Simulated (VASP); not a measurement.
Write the native input for VASP 6.6.1 that does the following.

* Task: relaxation of cell and atoms
* Functional: r2SCAN
* Potentials or basis: VASP PAW PBE potentials, release 64 (B, As)
* Cutoff: 600 eV
* k mesh: 8 × 8 × 8
* Occupations: gaussian, width 0.01 eV
* Spin: no spin polarisation
* Dipole correction: no
* Further INCAR settings: ALGO = Normal; EDIFF = 1e-06; IBRION = 2; EDIFFG = -0.02; NSW = 50; ISIF = 3

The system is BAs.

```
B As
1.0
     0.00000    2.38850    2.38850
     2.38850    0.00000    2.38850
     2.38850    2.38850    0.00000
B As
1 1
Direct
  0.00000 0.00000 0.00000
  0.25000 0.25000 0.25000
```

One way to write it, as run:

POSCAR

```
BAs
1.0
    0.0000000000      2.3885000000      2.3885000000
    2.3885000000      0.0000000000      2.3885000000
    2.3885000000      2.3885000000      0.0000000000
B As
1 1
Direct
    0.0000000000      0.0000000000      0.0000000000
    0.2500000000      0.2500000000      0.2500000000
```

INCAR.step1

```
PREC = Accurate
ENCUT = 600
ISMEAR = 0
SIGMA = 0.01
LREAL = False
LASPH = True
NELM = 100
GGA = PE
ALGO = Normal
EDIFF = 1E-4
LWAVE = True
LCHARG = False
```

INCAR.step2

```
PREC = Accurate
ENCUT = 600
EDIFF = 1E-6
ISMEAR = 0
SIGMA = 0.01
LREAL = False
LASPH = True
NELM = 100
ALGO = Normal
ISIF = 3
LWAVE = False
LCHARG = False
METAGGA = R2SCAN
LMIXTAU = True
IBRION = 2
NSW = 50
EDIFFG = -0.02
ISTART = 1
```

KPOINTS

```
regular mesh
0
Gamma
  8 8 8
```

Potentials or basis: VASP PAW PBE potentials, release 64 (B, As).

Launch:

```console
$ cat potpaw_PBE.64/B/POTCAR potpaw_PBE.64/As/POTCAR > POTCAR
$ cp INCAR.step1 INCAR
$ mpirun -np 1 vasp_std > vasp.out
$ cp INCAR.step2 INCAR
$ mpirun -np 1 vasp_std > vasp.out
```

Results of the run:

| Property | Result |
| --- | --- |
| Relaxed volume | 13.71 Å³/atom |
| Relaxed cell | a = 3.384 Å, b = 3.384 Å, c = 3.384 Å, α = 60.00°, β = 60.00°, γ = 60.00° |
| Space group after relaxing (to 0.05 Å) | F-43m (No. 216) |
| Energy gained by relaxing | 0.2 meV/atom |
| Ionic steps | 3 |
| Pressure after relaxing | 0.0 GPa |
| Band gap on the k mesh | 1.39 eV, indirect (least direct gap 3.44 eV) |

Caveat: the PAW data sets were made with another functional, which shifts forces and pressure a little.

It took 84 s on 1 thread of Intel(R) Xeon(R) Platinum 8259CL CPU @ 2.50GHz (Skylake/Cascade Lake), on a shared host, peak memory 0.17 GiB.
